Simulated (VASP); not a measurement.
# Pt (I4/mmm) in VASP: further runs

Runs on Pt. Level: PBE. Tasks: single point, relaxation of cell and atoms.

Everything below comes from runs of VASP 6.6.1. Logs are shortened: lines on timing, memory, paths and dates and some standing lists are left out, and cuts for length are marked.

## 1. The cell of the first run

The typed cell holds 1 atom: a = 2.806 Å, b = 2.806 Å, c = 2.806 Å, α = 120.10°, β = 120.10°, γ = 89.82°.

## 2. Single point, PBE

Input file INCAR:

```
SYSTEM = Pt
  PREC = Accurate
  ENCUT = 520
  EDIFF = 1E-6
  ISMEAR = 0
  SIGMA = 0.1
  LREAL = .FALSE.
  LASPH = .TRUE.
  NELM = 100
  ALGO = Normal
  ISIF = 2
  LWAVE = .FALSE.
  LCHARG = .FALSE.
  GGA = PE
  NBANDS = 11
```

Input file KPOINTS:

```
regular mesh
0
G
  8 8 8
  0 0 0
```

Input file POSCAR:

```
Pt
1.0
   -1.4006382874      1.4006382874      1.9869732962
    1.4006382874     -1.4006382874      1.9869732962
    1.4006382874      1.4006382874     -1.9869732962
Pt
1
Direct
    0.0000000000      0.0000000000      0.0000000000
```

Potentials or basis: VASP PAW PBE potentials, release 64 (Pt).

Launch:

```sh
$ cat potpaw_PBE.64/Pt/POTCAR > POTCAR
$ mpirun -np 1 vasp_std > vasp.out
```

OUTCAR:

```text
SYSTEM = Pt
   PREC = Accurate
   ENCUT = 520
   EDIFF = 1E-6
   ISMEAR = 0
   LREAL = .FALSE.
   LASPH = .TRUE.
   NELM = 100
   ISIF = 2
   GGA = PE

 ion  position               nearest neighbor table
   1  0.000  0.000  0.000-

  LATTYP: Found a body centered tetragonal cell.
 ALAT       =     2.8012765748
 C/A-ratio  =     1.4186198636

  Lattice vectors:

 A1 = (  -1.4006382874,   1.4006382874,   1.9869732962)
 A2 = (   1.4006382874,  -1.4006382874,   1.9869732962)
 A3 = (   1.4006382874,   1.4006382874,  -1.9869732962)

Analysis of symmetry for initial positions (statically):
=====================================================================
 Subroutine PRICEL returns:
 Original cell was already a primitive cell.

 Routine SETGRP: Setting up the symmetry group for a
 body centered tetragonal supercell.

 Subroutine GETGRP returns: Found 16 space group operations
 (whereof 16 operations were pure point group operations)
 out of a pool of 16 trial point group operations.

The static configuration has the point symmetry D_4h.

Analysis of symmetry for dynamics (positions and initial velocities):
=====================================================================
 Subroutine PRICEL returns:
 Original cell was already a primitive cell.

 Routine SETGRP: Setting up the symmetry group for a
 body centered tetragonal supercell.

 Subroutine GETGRP returns: Found 16 space group operations
 (whereof 16 operations were pure point group operations)
 out of a pool of 16 trial point group operations.

The dynamic configuration has the point symmetry D_4h.

 Subroutine INISYM returns: Found 16 space group operations
 (whereof 16 operations are pure point group operations),
 and found     1 'primitive' translations

----------------------------------------------------------------------------------------

                                     Primitive cell

  volume of cell :      15.5921

  direct lattice vectors                    reciprocal lattice vectors
    -1.400638287  1.400638287  1.986973296     0.000000000  0.356980103  0.251639013
     1.400638287 -1.400638287  1.986973296     0.356980103  0.000000000  0.251639013
     1.400638287  1.400638287 -1.986973296     0.356980103  0.356980103  0.000000000

  length of vectors
     2.805643973  2.805643973  2.805643973     0.436757355  0.436757355  0.504846103

  position of ions in fractional coordinates (direct lattice)
     0.000000000  0.000000000  0.000000000

  ion indices of the primitive-cell ions
   primitive index   ion index
                 1           1

----------------------------------------------------------------------------------------

 KPOINTS: regular mesh

Automatic generation of k-mesh.
 Grid dimensions read from file:
 generate k-points for:    8    8    8

 Generating k-lattice:

  Cartesian coordinates                     Fractional coordinates (reciprocal lattice)
     0.000000000  0.044622513  0.031454877     0.125000000  0.000000000  0.000000000
     0.044622513  0.000000000  0.031454877     0.000000000  0.125000000  0.000000000
     0.044622513  0.044622513  0.000000000     0.000000000  0.000000000  0.125000000

  Length of vectors
     0.054594669  0.054594669  0.063105763

  Shift w.r.t. Gamma in fractional coordinates (k-lattice)
     0.000000000  0.000000000  0.000000000

 Subroutine IBZKPT returns following result:
 ===========================================

 Found     59 irreducible k-points:

 Following reciprocal coordinates:
            Coordinates               Weight
  0.000000  0.000000  0.000000      1.000000
  0.125000 -0.000000  0.000000      8.000000
  0.250000 -0.000000  0.000000      8.000000
  0.375000 -0.000000  0.000000      8.000000
  0.500000 -0.000000  0.000000      4.000000
  0.125000  0.125000  0.000000      8.000000
[... 16 lines left out ...]
  0.250000  0.125000  0.125000     16.000000
  0.375000  0.125000  0.125000      8.000000
 [... further k-points ...]
   k-points           NKPTS =     59   k-points in BZ     NKDIM =     59   number of bands    NBANDS=     11
   number of dos      NEDOS =    301   number of ions     NIONS =      1
   total plane-waves  NPLWV =  13824
   dimension x,y,z NGX =    24 NGY =   24 NGZ =   24
   dimension x,y,z NGXF=    48 NGYF=   48 NGZF=   48
   ions per type =               1
   NGX,Y,Z   is equivalent  to a cutoff of  14.22, 14.22, 14.22 a.u.
   NGXF,Y,Z  is equivalent  to a cutoff of  28.44, 28.44, 28.44 a.u.
 SYSTEM =  Pt
   PREC   = accura    normal or accurate (medium, high low for compatibility)
   ISTART =      0    job   : 0-new  1-cont  2-samecut
   ICHARG =      2    charge: 1-file 2-atom 10-const
   ISPIN  =      1    spin polarized calculation?
   LNONCOLLINEAR =      F non collinear calculations
   LSORBIT =      F    spin-orbit coupling
   LASPH  =      T    aspherical Exc in radial PAW
   ENCUT  =  520.0 eV  38.22 Ry    6.18 a.u.   5.22  5.22  5.22*2*pi/ulx,y,z
   NELM   =    100;   NELMIN=  2; NELMDL= -5     # of ELM steps
   EDIFF  = 0.1E-05   stopping-criterion for ELM
   LREAL  =      F    real-space projection
   EDIFFG = 0.1E-04   stopping-criterion for IOM
   NSW    =      0    number of steps for IOM
[... 5 lines left out ...]
   TEBEG  =    0.0;   TEEND  =   0.0 temperature during run
   PSTRESS=    0.0 pullay stress
   NELECT =      10.0000    total number of electrons
   NUPDOWN=      -1.0000    fix difference up-down
   EMIN   =  10.00;   EMAX   =-10.00  energy-range for DOS
   EFERMI =   0.00;   METHOD = LEGACY
   ISMEAR =     0;   SIGMA  =   0.10  broadening in eV -4-tet -1-fermi 0-gaus
   EFERMI_NEDOS =   21; number of points for ismear=-14 and -15
   IALGO  =     38    algorithm
   IMIX   =      4    mixing-type and parameters
     AMIX     =   0.40;   BMIX     =  1.00
     AMIX_MAG =   1.60;   BMIX_MAG =  1.00
  volume/ion in A,a.u.               =      15.59       105.22
  Fermi-wavevector in a.u.,A,eV,Ry     =   1.411801  2.667917 27.118889  1.993182
  Thomas-Fermi vector in A             =   2.533615
   LORBIT       =      0    0 simple, 1 ext, 2 COOP (PROOUT), +10 PAW based schemes
   GGA     = PE    functional components
   LHFCALC =     F    Hartree Fock is set to
   AEXX    =    0.0000 exact exchange contribution
   IVDW    =     0    specifies the selected vdW correction
   LEPSILON=     F    determine dielectric tensor
   LRPA    =     F    only Hartree local field effects (RPA)
 non-spin polarized calculation
 Gauss-broadening in eV      SIGMA  =   0.10
  energy-cutoff  :      520.00
  volume of cell :       15.59
 maximum number of plane-waves:       444
 NGX is ok and might be reduce to    24
   NGX = 11   NGY = 11   NGZ = 11

 number of electron      10.0000002 magnetization

 Free energy of the ion-electron system (eV)
  ---------------------------------------------------
  ext. energy  EPLUGINS =         0.00000000
  ---------------------------------------------------
  free energy    TOTEN  =        -6.08661544 eV

  energy without entropy =       -6.07711046  energy(sigma->0) =       -6.08186295

 E-fermi :  10.5616     XC(G=0): -13.2985

 val. band max:       10.4328252865   @ k =  -0.3750   0.3750   0.3750
 cond. band min:      10.5681981526   @ k =   0.2500   0.1250   0.0000
 fundamental gap:      0.1353728660
 Fermi energy:        10.5615744848

 k-point     1 :       0.0000    0.0000    0.0000
  band No.  band energies     occupation
      1       0.7886      2.00000
      2       6.9937      2.00000
      3       7.0279      2.00000
      4       7.0279      2.00000
      5       9.0291      2.00000
      6       9.0701      2.00000
      7      25.3678      0.00000
      8      30.0921      0.00000
      9      30.1683      0.00000
     10      30.1683      0.00000
     11      35.3756      0.00000

 k-point     2 :       0.1250   -0.0000    0.0000
  band No.  band energies     occupation
      1       1.3802      2.00000
      2       6.7897      2.00000
      3       7.2134      2.00000
      4       7.2366      2.00000
      5       8.9396      2.00000
      6       8.9743      2.00000
      7      26.1986      0.00000
      8      27.6856      0.00000
      9      31.0001      0.00000
     10      31.0521      0.00000
     11      36.4242      0.00000

 k-point     3 :       0.2500   -0.0000    0.0000
  band No.  band energies     occupation
      1       2.7812      2.00000
      2       6.6942      2.00000
      3       7.3558      2.00000
      4       7.3876      2.00000
      5       9.2172      2.00000
      6       9.2293      2.00000
      7      23.7434      0.00000
      8      26.9565      0.00000
      9      32.8821      0.00000
     10      32.9207      0.00000
     11      33.8770      0.00000

 k-point     4 :       0.3750   -0.0000    0.0000
  band No.  band energies     occupation
      1       3.5823      2.00000
      2       7.0907      2.00000
      3       7.1253      2.00000
      4       8.2980      2.00000
      5      10.1221      2.00000
      6      10.1303      2.00000
      7      19.1582      0.00000
      8      25.5776      0.00000
      9      30.6991      0.00000
     10      30.7487      0.00000
     11      36.7214      0.00000
[... 239 lines left out ...]
 k-point    22 :       0.1250    0.1250    0.1250
  band No.  band energies     occupation
      1       4.0284      2.00000
      2       5.7773      2.00000
      3       7.0202      2.00000
      4       8.5832      2.00000
      5       8.6659      2.00000
      6      10.6139      0.45914
      7      23.9186      0.00000
      8      26.0441      0.00000
      9      28.4124      0.00000
     10      30.7264      0.00000
     11      34.3419      0.00000

 k-point    23 :       0.2500    0.1250    0.1250
  band No.  band energies     occupation
      1       4.8409      2.00000
      2       6.2516      2.00000
      3       6.5249      2.00000
      4       8.3079      2.00000
      5       9.9051      2.00000
      6      12.4530      0.00000
      7      19.6873      0.00000
      8      24.7448      0.00000
      9      26.6945      0.00000
     10      30.8018      0.00000
     11      34.6527      0.00000

 k-point    24 :       0.3750    0.1250    0.1250
  band No.  band energies     occupation
      1       4.8677      2.00000
      2       6.0592      2.00000
      3       7.3538      2.00000
      4       8.0584      2.00000
      5      10.4182      1.95741
      6      14.9565      0.00000
      7      15.9362      0.00000
      8      25.0625      0.00000
      9      25.5487      0.00000
     10      29.5655      0.00000
     11      36.4427      0.00000

 [... further k-points ...]

------------------------ aborting loop because EDIFF is reached ----------------------------------------

  FORCE on cell =-STRESS in cart. coord.  units (eV):
  Direction    XX          YY          ZZ          XY          YZ          ZX
  --------------------------------------------------------------------------------------
  -------------------------------------------------------------------------------------
  Total       -0.0189088     -0.0189088     -0.0604648      0.0000000      0.0000000      0.0000000
  in kB       -1.9429924     -1.9429924     -6.2131132      0.0000000      0.0000000      0.0000000
  external PRESSURE =      -3.3663660 kB  Pullay stress =       0.0000000 kB

 VOLUME and BASIS-vectors are now :
 -----------------------------------------------------------------------------
  energy-cutoff  :      520.00
  volume of cell :       15.59
      direct lattice vectors                 reciprocal lattice vectors
    -1.400638287  1.400638287  1.986973296     0.000000000  0.356980103  0.251639013
     1.400638287 -1.400638287  1.986973296     0.356980103  0.000000000  0.251639013
     1.400638287  1.400638287 -1.986973296     0.356980103  0.356980103  0.000000000

 POSITION                                       TOTAL-FORCE (eV/Angst)
 -----------------------------------------------------------------------------------
      0.00000      0.00000      0.00000        -0.000000     -0.000000      0.000000
 -----------------------------------------------------------------------------------
    total drift:                               -0.000000      0.000000      0.000000

  FREE ENERGIE OF THE ION-ELECTRON SYSTEM (eV)
  ---------------------------------------------------
  free  energy   TOTEN  =        -6.0866154446 eV

  energy  without entropy=       -6.0771104566  energy(sigma->0) =       -6.08186295
```

Wall time 21 s (1 thread of AMD EPYC 7R13, shared host); peak memory 0.11 GiB.

What came out:

```
Free energy            : -6.0866 eV
Pressure               : -0.3 GPa
Band gap on the k mesh : zero (bands 5 and 6 overlap by 2.10 eV)
```

Caveat: spin-orbit coupling is left out, which moves the levels of the heavy elements.

(Part 1 of 2 ends here.)

The gap in the log of VASP goes by the Fermi energy; the results here count the filled bands.